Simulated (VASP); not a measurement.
Set up this calculation in VASP 6.6.1, as the native input.

* Task: single point
* Functional: PBE
* Potentials or basis: VASP PAW PBE potentials, release 64 (Hf_pv, Te)
* Cutoff: 520 eV
* k mesh: 10 × 10 × 10
* Occupations: gaussian, width 0.1 eV
* Spin: no spin polarisation
* Dipole correction: no
* Further INCAR settings: ALGO = Fast; EDIFF = 1e-07; NBANDS = 31

The structure of Hf4Te lies in POSCAR:

```
Hf4Te
1.0
   -2.7230186132      2.7230186132      4.2340134733
    2.7230186132     -2.7230186132      4.2340134733
    2.7230186132      2.7230186132     -4.2340134733
Hf Te
4 1
Direct
    0.3233039161      0.3233039161      0.0000000000
    0.6766960839      0.6766960839      0.0000000000
    0.5000000000      0.0000000000      0.5000000000
    0.0000000000      0.5000000000      0.5000000000
    0.0000000000      0.0000000000      0.0000000000
```

The cell was built from a structure type or drawn by symmetry, and may not be a known phase.

One way to write it, as run:

INCAR

```
PREC     = Accurate       # precision mode
ENCUT    = 520            # plane-wave cutoff, eV
EDIFF    = 1E-7           # SCF threshold, eV
ISMEAR   = 0              # smearing method
SIGMA    = 0.1            # smearing width, eV
LREAL    = False          # projectors in reciprocal space
LASPH    = True           # aspherical terms in the spheres
NELM     = 100            # most SCF steps
ALGO     = Fast           # electronic algorithm
ISIF     = 2              # what is computed and relaxed
LWAVE    = False          # write WAVECAR
LCHARG   = False          # write CHGCAR
GGA      = PE             # functional
NBANDS   = 31             # bands
```

KPOINTS

```
Automatic mesh
0
Gamma
  10 10 10
```

Potentials or basis: VASP PAW PBE potentials, release 64 (Hf_pv, Te).

Run with:

```bash
$ cat potpaw_PBE.64/Hf_pv/POTCAR potpaw_PBE.64/Te/POTCAR > POTCAR
$ mpirun -np 1 vasp_std > vasp.out
```

Results of the run:

```
Pressure               : -0.3 GPa
Largest force          : 0.033 eV/Å
Band gap on the k mesh : zero (bands 23 and 24 overlap by 0.87 eV)
```

Caveat: spin-orbit coupling is left out, which moves the levels of the heavy elements.

Run time: 5.8 min on 1 thread of Intel(R) Xeon(R) 6975P-C (Granite Rapids) (shared host), peak memory 0.55 GiB.
